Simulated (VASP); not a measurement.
A run of VASP 6.6.1 is set up as follows.

INCAR

```
PREC = Accurate
ENCUT = 500
EDIFF = 1E-6
ISMEAR = -1
SIGMA = 0.05
LREAL = False
LASPH = True
NELM = 120
ALGO = Normal
ISIF = 2
LWAVE = False
LCHARG = False
GGA = PE
NBANDS = 14
GGA_COMPAT = False
```

The input KPOINTS:

```
regular mesh
0
Gamma
  8 8 8
```

POSCAR

```
NaCl
1.0
    0.0000000000      2.7753105505      2.7753105505
    2.7753105505      0.0000000000      2.7753105505
    2.7753105505      2.7753105505      0.0000000000
Cl Na
1 1
Direct
    0.5000000000      0.5000000000      0.5000000000
    0.0000000000      0.0000000000      0.0000000000
```

Potentials or basis: VASP PAW PBE potentials, release 64 (Cl, Na_pv).

Launch:

```console
$ cat potpaw_PBE.64/Cl/POTCAR potpaw_PBE.64/Na_pv/POTCAR > POTCAR
$ mpirun -np 1 vasp_std > vasp.out
```

Predict the pressure.

2.1 GPa.

Predict the band gap on the k mesh.

5.30 eV, direct.
